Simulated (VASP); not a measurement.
PdAuN, 3 atoms in the cell. The structure is tetragonal, space group P4/mmm (No. 123). Conventional cell: a = 3.871 Å, b = 3.871 Å, c = 3.649 Å, α = 90.00°, β = 90.00°, γ = 90.00°. Pd (site symmetry 4/mmm) has 2 N at 1.82 Å within 2.4 Å. Au (site symmetry 4/mmm) has 4 Pd at 2.74 Å and 8 N at 3.29 Å and 2 Au at 3.65 Å within 3.7 Å. Within 2.4 Å of N (site symmetry 4/mmm) lie 2 Pd at 1.82 Å. The cell was generated, and may not be a known phase.

- Program: VASP 6.6.1
- Task: relaxation of cell and atoms
- Functional: PBE
- Potentials or basis: VASP PAW PBE potentials, release 64 (Pd, Au, N)
- Cutoff: 600 eV
- k mesh: 12 × 12 × 12
- Occupations: gaussian, width 0.1 eV
- Spin: no spin polarisation
- Dipole correction: no
- Further INCAR settings: ALGO = Normal; EDIFF = 1e-07; IBRION = 2; EDIFFG = -0.01; NSW = 100; ISIF = 3

Potentials or basis: VASP PAW PBE potentials, release 64 (Pd, Au, N).

Launch:

```sh
$ cat potpaw_PBE.64/Pd/POTCAR potpaw_PBE.64/Au/POTCAR potpaw_PBE.64/N/POTCAR > POTCAR
$ mpirun -np 1 vasp_std > vasp.out
```

Hardware: 1 thread of Oxide Virtual Turin-like Processor, with other jobs on the host.

Question: How long does it take, and how much memory?

Answer: It took 19 min on 1 thread of Oxide Virtual Turin-like Processor, with other jobs on the host, peak memory 0.38 GiB. Counts: scf iterations 47, k points 196, ion steps 5.
